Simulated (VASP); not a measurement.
# TiO2 in VASP: single point with PBEsol

Aim: the single point of TiO2 with PBEsol.

Program: VASP 6.6.1. These are calculated values, not measurements. Logs are shortened: lines on timing, memory, paths and dates and some standing lists are left out, and cuts for length are marked.

**1. The cell of the first run**

The cell holds a slab with vacuum, 18 atoms: a = 2.939 Å, b = 4.591 Å, c = 28.274 Å, α = 90.00°, β = 90.00°, γ = 90.00°.

**2. Single point, PBEsol**

File INCAR:

```
SYSTEM = TiO2
PREC     = Accurate       ! precision mode
ENCUT    = 520            ! plane-wave cutoff, eV
EDIFF    = 1E-6           ! SCF threshold, eV
ISMEAR   = 0              ! smearing method
SIGMA    = 1.5            ! smearing width, eV
LREAL    = .FALSE.        ! projectors in reciprocal space
LASPH    = .TRUE.         ! aspherical terms in the spheres
NELM     = 120            ! most SCF steps
ALGO     = Normal         ! electronic algorithm
ISIF     = 2              ! what is computed and relaxed
LWAVE    = .FALSE.        ! write WAVECAR
LCHARG   = .FALSE.        ! write CHGCAR
LDIPOL   = .TRUE.       
IDIPOL   = 3            
DIPOL    = 0.5 0.5 0.500
GGA      = PS             ! functional
NBANDS   = 87             ! bands
GGA_COMPAT= .FALSE.      
NELMDL   = -8
```

File KPOINTS:

```
Automatic mesh
0
G
  9 6 1
  0 0 0
```

File POSCAR:

```
TiO2
1.0
    2.9389939992      0.0000000000      0.0000000000
    0.0000000000      4.5912476233      0.0000000000
    0.0000000000      0.0000000000     28.2738593696
O Ti
12 6
Direct
    0.5000000000      0.1955612568      0.2652626902
    0.5000000000      0.8044387432      0.3287750777
    0.0000000000      0.3044387432      0.3464551367
    0.0000000000      0.6955612568      0.4099675241
    0.5000000000      0.1955612568      0.4276475831
    0.5000000000      0.8044387432      0.4911599705
    0.0000000000      0.3044387432      0.5088400295
    0.0000000000      0.6955612568      0.5723524169
    0.5000000000      0.1955612568      0.5900324759
    0.5000000000      0.8044387432      0.6535448633
    0.0000000000      0.3044387432      0.6712249223
    0.0000000000      0.6955612568      0.7347373098
    0.0000000000      0.0000000000      0.2970188840
    0.5000000000      0.5000000000      0.3782113304
    0.0000000000      0.0000000000      0.4594037768
    0.5000000000      0.5000000000      0.5405962232
    0.0000000000      0.0000000000      0.6217886696
    0.5000000000      0.5000000000      0.7029811160
```

Potentials or basis: VASP PAW PBE potentials, release 64 (O, Ti_sv).

Started as:

```console
$ cat potpaw_PBE.64/O/POTCAR potpaw_PBE.64/Ti_sv/POTCAR > POTCAR
$ mpirun -np 1 vasp_std > vasp.out
```

OUTCAR:

```text
SYSTEM = TiO2
   PREC = Accurate
   ENCUT = 520
   EDIFF = 1E-6
   ISMEAR = 0
   LREAL = .FALSE.
   LASPH = .TRUE.
   NELM = 120
   ISIF = 2
   GGA = PS
   NELMDL = -8

 ion  position               nearest neighbor table
   1  0.500  0.196  0.265-  13 1.94  13 1.94
   2  0.500  0.804  0.329-  13 1.94  13 1.94  14 1.98
   3  0.000  0.304  0.346-  14 1.94  14 1.94  13 1.98
   4  0.000  0.696  0.410-  14 1.94  14 1.94  15 1.98
   5  0.500  0.196  0.428-  15 1.94  15 1.94  14 1.98
   6  0.500  0.804  0.491-  15 1.94  15 1.94  16 1.98
   7  0.000  0.304  0.509-  16 1.94  16 1.94  15 1.98
   8  0.000  0.696  0.572-  16 1.94  16 1.94  17 1.98
   9  0.500  0.196  0.590-  17 1.94  17 1.94  16 1.98
  10  0.500  0.804  0.654-  17 1.94  17 1.94  18 1.98
  11  0.000  0.304  0.671-  18 1.94  18 1.94  17 1.98
  12  0.000  0.696  0.735-  18 1.94  18 1.94
  13  0.000  0.000  0.297-   2 1.94   2 1.94   1 1.94   1 1.94   3 1.98
  14  0.500  0.500  0.378-   3 1.94   4 1.94   3 1.94   4 1.94   2 1.98   5 1.98
  15  0.000  0.000  0.459-   6 1.94   6 1.94   5 1.94   5 1.94   7 1.98   4 1.98
  16  0.500  0.500  0.541-   7 1.94   7 1.94   8 1.94   8 1.94   6 1.98   9 1.98
  17  0.000  0.000  0.622-   9 1.94  10 1.94   9 1.94  10 1.94   8 1.98  11 1.98
  18  0.500  0.500  0.703-  11 1.94  11 1.94  12 1.94  12 1.94  10 1.98

  LATTYP: Found a simple orthorhombic cell.
 ALAT       =     2.9389939992
 B/A-ratio  =     1.5621833949
 C/A-ratio  =     9.6202507992

  Lattice vectors:

 A1 = (   2.9389939992,   0.0000000000,   0.0000000000)
 A2 = (   0.0000000000,   4.5912476233,   0.0000000000)
 A3 = (   0.0000000000,   0.0000000000,  28.2738593696)

Analysis of symmetry for initial positions (statically):
=====================================================================
 Subroutine PRICEL returns:
 Original cell was already a primitive cell.

 Routine SETGRP: Setting up the symmetry group for a
 simple orthorhombic supercell.

 Subroutine GETGRP returns: Found  4 space group operations
 (whereof  2 operations were pure point group operations)
 out of a pool of  8 trial point group operations.

The static configuration has the point symmetry C_1h.
 The point group associated with its full space group is C_2v.

Analysis of symmetry for dynamics (positions and initial velocities):
=====================================================================
 Subroutine PRICEL returns:
 Original cell was already a primitive cell.

 Routine SETGRP: Setting up the symmetry group for a
 simple orthorhombic supercell.

[... 146 lines left out ...]
   EFERMI =   0.00;   METHOD = LEGACY
   ISMEAR =     0;   SIGMA  =   1.50  broadening in eV -4-tet -1-fermi 0-gaus
   EFERMI_NEDOS =   21; number of points for ismear=-14 and -15
   IALGO  =     38    algorithm
   IMIX   =      4    mixing-type and parameters
     AMIX     =   0.40;   BMIX     =  1.00
     AMIX_MAG =   1.60;   BMIX_MAG =  1.00
  volume/ion in A,a.u.               =      21.20       143.03
  Fermi-wavevector in a.u.,A,eV,Ry     =   1.183107  2.235749 19.044660  1.399743
  Thomas-Fermi vector in A             =   2.319348
   LORBIT       =      0    0 simple, 1 ext, 2 COOP (PROOUT), +10 PAW based schemes
   GGA     = PS    functional components
   LHFCALC =     F    Hartree Fock is set to
   AEXX    =    0.0000 exact exchange contribution
   IVDW    =     0    specifies the selected vdW correction
   LEPSILON=     F    determine dielectric tensor
   LRPA    =     F    only Hartree local field effects (RPA)
 non-spin polarized calculation
 Gauss-broadening in eV      SIGMA  =   1.50
  energy-cutoff  :      520.00
  volume of cell :      381.52
 maximum number of plane-waves:     10343
 NGX is ok and might be reduce to    24
   NGX = 11   NGY = 17   NGZ =105

 dipolmoment           0.000000      0.000000     -0.000000 electrons x Angstroem

 number of electron     144.0000035 magnetization

 dipolmoment           0.000000      0.000000      0.000000 electrons x Angstroem

 Free energy of the ion-electron system (eV)
  ---------------------------------------------------
  ext. energy  EPLUGINS =         0.00000000
  ---------------------------------------------------
  free energy    TOTEN  =      -166.45567337 eV

  energy without entropy =     -162.63511232  energy(sigma->0) =     -164.54539284

 E-fermi :  -0.3493     XC(G=0):  -6.2457

 val. band max:       -1.3618460630   @ k =   0.0000   0.0000   0.0000
 cond. band min:       0.9004061893   @ k =   0.4444   0.0000   0.0000
 fundamental gap:      2.2622522523
 Fermi energy:        -0.3493413140

 k-point     1 :       0.0000    0.0000    0.0000
  band No.  band energies     occupation
      1     -57.5455      2.00000
      2     -57.5455      2.00000
      3     -57.5357      2.00000
      4     -57.5355      2.00000
      5     -57.5114      2.00000
      6     -57.5023      2.00000
[... 1729 lines left out ...]
     83       2.3055      0.01232
     84       2.3055      0.01232
 [bands above 84 left out]

------------------------ aborting loop because EDIFF is reached ----------------------------------------

 vacuum level on the upper side and lower side of the slab       (xc-potential included)        -0.147        -0.147

  FORCE on cell =-STRESS in cart. coord.  units (eV):
  Direction    XX          YY          ZZ          XY          YZ          ZX
  --------------------------------------------------------------------------------------
  -------------------------------------------------------------------------------------
  Total       -0.8672301     -1.3284660     -0.3075273      0.0000000      0.0000000      0.0000000
  in kB       -3.6419200     -5.5788734     -1.2914564      0.0000000      0.0000000      0.0000000
  external PRESSURE =      -3.5040833 kB  Pullay stress =       0.0000000 kB

 VOLUME and BASIS-vectors are now :
 -----------------------------------------------------------------------------
  energy-cutoff  :      520.00
  volume of cell :      381.52
      direct lattice vectors                 reciprocal lattice vectors
     2.938993999  0.000000000  0.000000000     0.340252481  0.000000000  0.000000000
     0.000000000  4.591247623  0.000000000     0.000000000  0.217805721  0.000000000
     0.000000000  0.000000000 28.273859370     0.000000000  0.000000000  0.035368359

 POSITION                                       TOTAL-FORCE (eV/Angst)
 -----------------------------------------------------------------------------------
      1.46950      0.89787      7.50000         0.000000     -1.782155      0.573896
      1.46950      3.69338      9.29574         0.000000     -0.850149     -0.313948
      0.00000      1.39775      9.79562         0.000000     -0.753471     -0.730318
      0.00000      3.19349     11.59136         0.000000      0.068562      0.022075
      1.46950      0.89787     12.09125         0.000000      0.160958     -0.191220
      1.46950      3.69338     13.88699         0.000000     -0.156952      0.154419
[... 10 lines left out ...]
      0.00000      0.00000     17.58037         0.000000      0.011333     -0.287782
      1.46950      2.29562     19.87599         0.000000      3.282026     -0.023667
 -----------------------------------------------------------------------------------
    total drift:                                0.000000     -0.000041      0.000000

  FREE ENERGIE OF THE ION-ELECTRON SYSTEM (eV)
  ---------------------------------------------------
  free  energy   TOTEN  =      -166.4556733678 eV

  energy  without entropy=     -162.6351123199  energy(sigma->0) =     -164.54539284

 vacuum level on the upper side and lower side of the slab         5.701         5.701
```

OSZICAR:

```text
N       E                     dE             d eps       ncg     rms          rms(c)
DAV:   1     0.216888984513E+04    0.21689E+04   -0.73418E+04  3688   0.171E+03
DAV:   2     0.211243008688E+03   -0.19576E+04   -0.18799E+04  3896   0.531E+02
DAV:   3    -0.178451943407E+03   -0.38969E+03   -0.37636E+03  4477   0.226E+02
[... 26 lines left out ...]
DAV:  30    -0.166455660647E+03   -0.14835E-04   -0.11683E-05  2442   0.532E-03    0.146E-03
DAV:  31    -0.166455666582E+03   -0.59341E-05   -0.78844E-06  2165   0.217E-03    0.103E-03
DAV:  32    -0.166455670802E+03   -0.42207E-05   -0.63540E-06  2283   0.185E-03    0.742E-04
DAV:  33    -0.166455672499E+03   -0.16972E-05   -0.56257E-06  2097   0.140E-03    0.231E-04
DAV:  34    -0.166455673368E+03   -0.86830E-06   -0.44223E-06  2104   0.944E-04
   1 F= -.16645567E+03 E0= -.16454539E+03  d E =-.382056E+01
```

It took 30 min on 1 thread of Intel Xeon 6975P-C (Granite Rapids), shared host; peak memory 0.68 GiB.

Results:

```
Free energy            : -166.4557 eV
Largest force          : 3.282 eV/Å
Band gap on the k mesh : 2.26 eV (least direct gap 2.27 eV)
```

Forces in eV/Å, atoms in the order of the input:
```
O    0.000 -1.782  0.574
O    0.000 -0.850 -0.314
O    0.000 -0.753 -0.730
O    0.000  0.069  0.022
O    0.000  0.161 -0.191
O    0.000 -0.157  0.154
O    0.000 -0.157 -0.154
O    0.000  0.161  0.191
O    0.000  0.069 -0.022
O    0.000 -0.753  0.730
O    0.000 -0.850  0.314
O    0.000 -1.782 -0.574
Ti   0.000  3.282  0.024
Ti   0.000  0.011  0.288
Ti   0.000  0.020  0.056
Ti   0.000  0.020 -0.056
Ti   0.000  0.011 -0.288
Ti   0.000  3.282 -0.024
```

Caveat: so wide a smearing shifts energies and pressures; the PAW data sets were made with another functional, which shifts forces and pressure a little.
